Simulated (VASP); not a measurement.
# NbAs (I4_1md) in VASP: notebook

Runs on NbAs. Level: PBEsol. Tasks: single point.

All numbers are computed with VASP 6.6.1; they aren't measurements. Logs are shortened: lines on timing, memory, paths and dates and some standing lists are left out, and cuts for length are marked.

**1. The cell of the first run**

The structure is tetragonal, space group I4_1md (No. 109). Conventional cell: a = 3.451 Å, b = 3.451 Å, c = 11.657 Å, α = 90.00°, β = 90.00°, γ = 90.00°. Nb (site symmetry 2mm) has 6 As at 2.61 to 2.62 Å and 8 Nb at 3.39 to 3.45 Å within 3.5 Å. As (site symmetry 2mm) has 6 Nb at 2.61 to 2.62 Å and 8 As at 3.39 to 3.45 Å within 3.5 Å.

**2. Single point, PBEsol**

INCAR

```
SYSTEM = NbAs
PREC = Accurate
ENCUT = 520
EDIFF = 1E-6
ISMEAR = 0
SIGMA = 0.1
LREAL = .FALSE.
LASPH = .TRUE.
NELM = 100
ALGO = Normal
ISIF = 2
LWAVE = .FALSE.
LCHARG = .TRUE.
GGA = PS
LELF = .TRUE.
LVHAR = .TRUE.
NBANDS = 26
```

KPOINTS

```
Automatic mesh
0
G
  18 18 18
  0 0 0
```

POSCAR

```
NbAs
1.0
   -1.7253413695      1.7253413695      5.8286951955
    1.7253413695     -1.7253413695      5.8286951955
    1.7253413695      1.7253413695     -5.8286951955
Nb As
2 2
Direct
    0.7488343843      0.7488343843      0.0000000000
    0.4988343843     -0.0011656157      0.5000000000
    0.1671656157      0.1671656157      0.0000000000
    0.9171656157      0.4171656157      0.5000000000
```

Potentials or basis: VASP PAW PBE potentials, release 64 (Nb_sv, As).

Started as:

```bash
$ cat potpaw_PBE.64/Nb_sv/POTCAR potpaw_PBE.64/As/POTCAR > POTCAR
$ mpirun -np 1 vasp_std > vasp.out
```

OUTCAR:

```text
SYSTEM = NbAs
   PREC = Accurate
   ENCUT = 520
   EDIFF = 1E-6
   ISMEAR = 0
   LREAL = .FALSE.
   LASPH = .TRUE.
   NELM = 100
   ISIF = 2
   GGA = PS

 ion  position               nearest neighbor table
   1  0.749  0.749  0.000-   4 2.61   4 2.61   3 2.62   3 2.62   3 2.62   3 2.62
   2  0.499  0.999  0.500-   3 2.61   3 2.61   4 2.62   4 2.62   4 2.62   4 2.62
   3  0.167  0.167  0.000-   2 2.61   2 2.61   1 2.62   1 2.62   1 2.62   1 2.62
   4  0.917  0.417  0.500-   1 2.61   1 2.61   2 2.62   2 2.62   2 2.62   2 2.62

  LATTYP: Found a body centered tetragonal cell.
 ALAT       =     3.4506827390
 C/A-ratio  =     3.3782851896

  Lattice vectors:

 A1 = (  -1.7253413695,   1.7253413695,   5.8286951955)
 A2 = (   1.7253413695,  -1.7253413695,   5.8286951955)
 A3 = (   1.7253413695,   1.7253413695,  -5.8286951955)

Analysis of symmetry for initial positions (statically):
=====================================================================
 Subroutine PRICEL returns:
 Original cell was already a primitive cell.

 Routine SETGRP: Setting up the symmetry group for a
 body centered tetragonal supercell.

 Subroutine GETGRP returns: Found  8 space group operations
 (whereof  4 operations were pure point group operations)
 out of a pool of 16 trial point group operations.

The static configuration has the point symmetry C_2v.
 The point group associated with its full space group is C_4v.

Analysis of symmetry for dynamics (positions and initial velocities):
=====================================================================
 Subroutine PRICEL returns:
 Original cell was already a primitive cell.

 Routine SETGRP: Setting up the symmetry group for a
 body centered tetragonal supercell.

 Subroutine GETGRP returns: Found  8 space group operations
 (whereof  4 operations were pure point group operations)
 out of a pool of 16 trial point group operations.

The dynamic configuration has the point symmetry C_2v.
 The point group associated with its full space group is C_4v.

 Subroutine INISYM returns: Found  8 space group operations
 (whereof  4 operations are pure point group operations),
 and found     1 'primitive' translations

----------------------------------------------------------------------------------------

                                     Primitive cell

  volume of cell :      69.4035

  direct lattice vectors                    reciprocal lattice vectors
    -1.725341369  1.725341369  5.828695195     0.000000000  0.289797723  0.085782492
     1.725341369 -1.725341369  5.828695195     0.289797723  0.000000000  0.085782492
     1.725341369  1.725341369 -5.828695195     0.289797723  0.289797723  0.000000000

  length of vectors
     6.318804742  6.318804742  6.318804742     0.302227325  0.302227325  0.409835870

  position of ions in fractional coordinates (direct lattice)
     0.748834384  0.748834384  0.000000000
     0.498834384  0.998834384  0.500000000
     0.167165616  0.167165616  0.000000000
     0.917165616  0.417165616  0.500000000

  ion indices of the primitive-cell ions
   primitive index   ion index
                 1           1
                 2           2
                 3           3
                 4           4

----------------------------------------------------------------------------------------

 KPOINTS: Automatic mesh

Automatic generation of k-mesh.
 Grid dimensions read from file:
 generate k-points for:   18   18   18

 Generating k-lattice:

  Cartesian coordinates                     Fractional coordinates (reciprocal lattice)
     0.000000000  0.016099873  0.004765694     0.055555556  0.000000000  0.000000000
     0.016099873  0.000000000  0.004765694     0.000000000  0.055555556  0.000000000
     0.016099873  0.016099873  0.000000000     0.000000000  0.000000000  0.055555556

  Length of vectors
     0.016790407  0.016790407  0.022768659

  Shift w.r.t. Gamma in fractional coordinates (k-lattice)
     0.000000000  0.000000000  0.000000000

 Subroutine IBZKPT returns following result:
 ===========================================

 Found    480 irreducible k-points:

 Following reciprocal coordinates:
            Coordinates               Weight
  0.000000  0.000000  0.000000      1.000000
  0.055556  0.000000 -0.000000      8.000000
  0.111111  0.000000 -0.000000      8.000000
  0.166667  0.000000  0.000000      8.000000
  0.222222  0.000000  0.000000      8.000000
  0.277778  0.000000  0.000000      8.000000
[... 16 lines left out ...]
 -0.277778  0.055556 -0.000000     16.000000
 -0.222222  0.055556 -0.000000     16.000000
 [... further k-points ...]
   k-points           NKPTS =    480   k-points in BZ     NKDIM =    480   number of bands    NBANDS=     26
   number of dos      NEDOS =    301   number of ions     NIONS =      4
   total plane-waves  NPLWV = 110592
   dimension x,y,z NGX =    48 NGY =   48 NGZ =   48
   dimension x,y,z NGXF=    96 NGYF=   96 NGZF=   96
   ions per type =               2   2
   NGX,Y,Z   is equivalent  to a cutoff of  12.63, 12.63, 12.63 a.u.
   NGXF,Y,Z  is equivalent  to a cutoff of  25.26, 25.26, 25.26 a.u.
 SYSTEM =  NbAs
   PREC   = accura    normal or accurate (medium, high low for compatibility)
   ISTART =      0    job   : 0-new  1-cont  2-samecut
   ICHARG =      2    charge: 1-file 2-atom 10-const
   ISPIN  =      1    spin polarized calculation?
   LNONCOLLINEAR =      F non collinear calculations
   LSORBIT =      F    spin-orbit coupling
   LASPH  =      T    aspherical Exc in radial PAW
   ENCUT  =  520.0 eV  38.22 Ry    6.18 a.u.  11.75 11.75 11.75*2*pi/ulx,y,z
   NELM   =    100;   NELMIN=  2; NELMDL= -5     # of ELM steps
   EDIFF  = 0.1E-05   stopping-criterion for ELM
   LREAL  =      F    real-space projection
   EDIFFG = 0.1E-04   stopping-criterion for IOM
   NSW    =      0    number of steps for IOM
   IBRION =     -1    ionic relax: 0-MD 1-quasi-New 2-CG
   NFREE  =      0    steps in history (QN), initial steepest desc. (CG)
   ISIF   =      2    stress and relaxation
   ISYM   =      2    0-nonsym 1-usesym 2-fastsym
   POTIM  = 0.5000    time-step for ionic-motion
   TEBEG  =    0.0;   TEEND  =   0.0 temperature during run
   PSTRESS=    0.0 pullay stress
   NELECT =      36.0000    total number of electrons
   NUPDOWN=      -1.0000    fix difference up-down
   EMIN   =  10.00;   EMAX   =-10.00  energy-range for DOS
   EFERMI =   0.00;   METHOD = LEGACY
   ISMEAR =     0;   SIGMA  =   0.10  broadening in eV -4-tet -1-fermi 0-gaus
   EFERMI_NEDOS =   21; number of points for ismear=-14 and -15
   IALGO  =     38    algorithm
   IMIX   =      4    mixing-type and parameters
     AMIX     =   0.40;   BMIX     =  1.00
     AMIX_MAG =   1.60;   BMIX_MAG =  1.00
  volume/ion in A,a.u.               =      17.35       117.09
  Fermi-wavevector in a.u.,A,eV,Ry     =   1.315372  2.485692 23.540841  1.730203
  Thomas-Fermi vector in A             =   2.445559
   LORBIT       =      0    0 simple, 1 ext, 2 COOP (PROOUT), +10 PAW based schemes
   GGA     = PS    functional components
   LHFCALC =     F    Hartree Fock is set to
   AEXX    =    0.0000 exact exchange contribution
   IVDW    =     0    specifies the selected vdW correction
   LEPSILON=     F    determine dielectric tensor
   LRPA    =     F    only Hartree local field effects (RPA)
 non-spin polarized calculation
 Gauss-broadening in eV      SIGMA  =   0.10
  energy-cutoff  :      520.00
  volume of cell :       69.40
 maximum number of plane-waves:      1892
   NGX = 23   NGY = 23   NGZ = 23

 number of electron      36.0000000 magnetization

 Free energy of the ion-electron system (eV)
  ---------------------------------------------------
  ext. energy  EPLUGINS =         0.00000000
  ---------------------------------------------------
  free energy    TOTEN  =       -35.12271683 eV

  energy without entropy =      -35.12032122  energy(sigma->0) =      -35.12151902

 E-fermi :   9.5421     XC(G=0): -11.9758

 val. band max:        9.5352251871   @ k =  -0.0556   0.5000   0.0556
 cond. band min:       9.5440362314   @ k =  -0.0556  -0.4444   0.0556
 fundamental gap:      0.0088110443
 Fermi energy:         9.5420670022

 k-point     1 :       0.0000    0.0000    0.0000
  band No.  band energies     occupation
      1     -45.4738      2.00000
      2     -45.4445      2.00000
      3     -21.7196      2.00000
      4     -21.6112      2.00000
      5     -21.6112      2.00000
      6     -21.4581      2.00000
[... 18 lines left out ...]
     25      13.4556      0.00000
     26      13.4559      0.00000

 k-point     2 :       0.0556    0.0000   -0.0000
  band No.  band energies     occupation
      1     -45.4733      2.00000
      2     -45.4443      2.00000
      3     -21.7174      2.00000
      4     -21.6175      2.00000
      5     -21.6106      2.00000
      6     -21.4644      2.00000
[... 18 lines left out ...]
     25      13.5372      0.00000
     26      13.5922      0.00000

 k-point     3 :       0.1111    0.0000   -0.0000
  band No.  band energies     occupation
      1     -45.4717      2.00000
      2     -45.4437      2.00000
      3     -21.7116      2.00000
      4     -21.6349      2.00000
      5     -21.6089      2.00000
      6     -21.4820      2.00000
[... 18 lines left out ...]
     25      13.6871      0.00000
     26      13.9554      0.00000

 k-point     4 :       0.1667    0.0000    0.0000
  band No.  band energies     occupation
      1     -45.4693      2.00000
      2     -45.4429      2.00000
      3     -21.7069      2.00000
      4     -21.6572      2.00000
      5     -21.6063      2.00000
      6     -21.5079      2.00000
[... 18 lines left out ...]
     25      13.8608      0.00000
     26      14.4437      0.00000

 k-point     5 :       0.2222    0.0000    0.0000
  band No.  band energies     occupation
      1     -45.4663      2.00000
      2     -45.4420      2.00000
      3     -21.7197      2.00000
      4     -21.6655      2.00000
      5     -21.6030      2.00000
      6     -21.5381      2.00000
[... 18 lines left out ...]
     25      13.9805      0.00000
     26      14.9511      0.00000

 k-point     6 :       0.2778    0.0000    0.0000
  band No.  band energies     occupation
      1     -45.4630      2.00000
      2     -45.4411      2.00000
      3     -21.7513      2.00000
      4     -21.6573      2.00000
      5     -21.5996      2.00000
      6     -21.5674      2.00000
[... 427 lines left out ...]
 k-point    21 :      -0.3889    0.0556    0.0000
  band No.  band energies     occupation
      1     -45.4568      2.00000
      2     -45.4395      2.00000
      3     -21.8113      2.00000
      4     -21.6550      2.00000
      5     -21.6015      2.00000
      6     -21.5909      2.00000
[... 18 lines left out ...]
     25      14.0356      0.00000
     26      15.7708      0.00000

 k-point    22 :      -0.3333    0.0556    0.0000
  band No.  band energies     occupation
      1     -45.4596      2.00000
      2     -45.4398      2.00000
      3     -21.7835      2.00000
      4     -21.6514      2.00000
      5     -21.6022      2.00000
      6     -21.5886      2.00000
[... 18 lines left out ...]
     25      14.0135      0.00000
     26      15.5876      0.00000

 k-point    23 :      -0.2778    0.0556   -0.0000
  band No.  band energies     occupation
      1     -45.4629      2.00000
      2     -45.4405      2.00000
      3     -21.7503      2.00000
      4     -21.6589      2.00000
      5     -21.6050      2.00000
      6     -21.5678      2.00000
[... 18 lines left out ...]
     25      14.1138      0.00000
     26      15.2412      0.00000

 k-point    24 :      -0.2222    0.0556   -0.0000
  band No.  band energies     occupation
      1     -45.4662      2.00000
      2     -45.4414      2.00000
      3     -21.7194      2.00000
      4     -21.6665      2.00000
      5     -21.6086      2.00000
      6     -21.5380      2.00000
[... 18 lines left out ...]
     25      14.0987      0.00000
     26      14.7929      0.00000

 [... further k-points ...]

------------------------ aborting loop because EDIFF is reached ----------------------------------------

  FORCE on cell =-STRESS in cart. coord.  units (eV):
  Direction    XX          YY          ZZ          XY          YZ          ZX
  --------------------------------------------------------------------------------------
  -------------------------------------------------------------------------------------
  Total       -0.8265708     -0.8265708     -0.8503964      0.0000000      0.0000000      0.0000000
  in kB      -19.0813557    -19.0813557    -19.6313691      0.0000000      0.0000000      0.0000000
  external PRESSURE =     -19.2646935 kB  Pullay stress =       0.0000000 kB

 VOLUME and BASIS-vectors are now :
 -----------------------------------------------------------------------------
  energy-cutoff  :      520.00
  volume of cell :       69.40
      direct lattice vectors                 reciprocal lattice vectors
    -1.725341369  1.725341369  5.828695195     0.000000000  0.289797723  0.085782492
     1.725341369 -1.725341369  5.828695195     0.289797723  0.000000000  0.085782492
     1.725341369  1.725341369 -5.828695195     0.289797723  0.289797723  0.000000000

 POSITION                                       TOTAL-FORCE (eV/Angst)
 -----------------------------------------------------------------------------------
      0.00000      0.00000      8.72945        -0.000000     -0.000000     -0.001634
      1.72534     -0.00000      5.81511         0.000000      0.000000     -0.001634
      0.00000      0.00000      1.94871        -0.000000     -0.000000      0.001634
      0.00000      1.72534      4.86306         0.000000      0.000000      0.001634
 -----------------------------------------------------------------------------------
    total drift:                                0.000000      0.000000      0.000042

  FREE ENERGIE OF THE ION-ELECTRON SYSTEM (eV)
  ---------------------------------------------------
  free  energy   TOTEN  =       -35.1227168256 eV

  energy  without entropy=      -35.1203212169  energy(sigma->0) =      -35.12151902
```

It took 17 min on 1 thread of Intel Xeon 6975P-C (Granite Rapids), shared host; peak memory 0.9 GiB.

What came out:

| Property | Result |
| --- | --- |
| Free energy | -35.1227 eV |
| Pressure | -1.9 GPa |
| Band gap on the k mesh | zero (bands 18 and 19 overlap by 0.05 eV) |

Caveat: the PAW data sets were made with another functional, which shifts forces and pressure a little.

(Continued in part 2 of 2.)
